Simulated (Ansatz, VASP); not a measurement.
# Two plane-wave programs on MgS

INCAR

```
ALGO = Normal
EDIFF = 1E-7
ENCUT = 520
GGA = PE
ISIF = 2
ISMEAR = -1
LASPH = T
LCHARG = F
LREAL = F
LWAVE = F
NBANDS = 11
NELM = 80
PREC = Accurate
SIGMA = 0.02
```

Contents of KPOINTS:

```
k-points
0
Gamma
  6 6 6
```

The input POSCAR:

```
MgS
1.0
    3.2628174072      0.0000000000      0.0000000000
    0.0000000000      3.2628174072      0.0000000000
    0.0000000000      0.0000000000      3.2628174072
Mg S
1 1
Direct
    0.0000000000      0.0000000000      0.0000000000
    0.5000000000      0.5000000000      0.5000000000
```

Input for Ansatz:

```yaml
crystal:
  lattice:
    - [3.2628174072, 0.0, 0.0]
    - [0.0, 3.2628174072, 0.0]
    - [0.0, 0.0, 3.2628174072]
  atoms:
    - { symbol: Mg, position: [0.0, 0.0, 0.0] }
    - { symbol: S, position: [0.5, 0.5, 0.5] }
kpoints:
  mp_grid: { grid: [6, 6, 6] }
hamiltonian:
  xc: pbe
scf:
  occupations: { method: fermi_dirac, width: 0.02 }
  n_extra_bands: 4
output:
  forces: true
  stress: true
  eigenvalues: true
  write_density: true
  write_potential: true
  elf: true
  volumetric_format: npy
```

Alike in both runs: task single point; functional PBE; k mesh 6 × 6 × 6; occupations fermi-dirac, width 0.02 eV; no spin polarisation.

```csv
,VASP,Ansatz
version,VASP 6.6.1,Ansatz 0.2.0
potentials or method,"VASP PAW PBE potentials, release 64 (Mg, S)","plane waves, PAW"
plane-wave cutoff (eV),520,420
valence electrons in the cell,8,16
```

|  | VASP | Ansatz | Ansatz less VASP |
| --- | --- | --- | --- |
| pressure (GPa) | 0.3 | 0.7 | +0.32 |

VASP's potentials hold 8 valence electrons a cell and Ansatz's 16, so a difference there can come from the potentials and not from the codes.
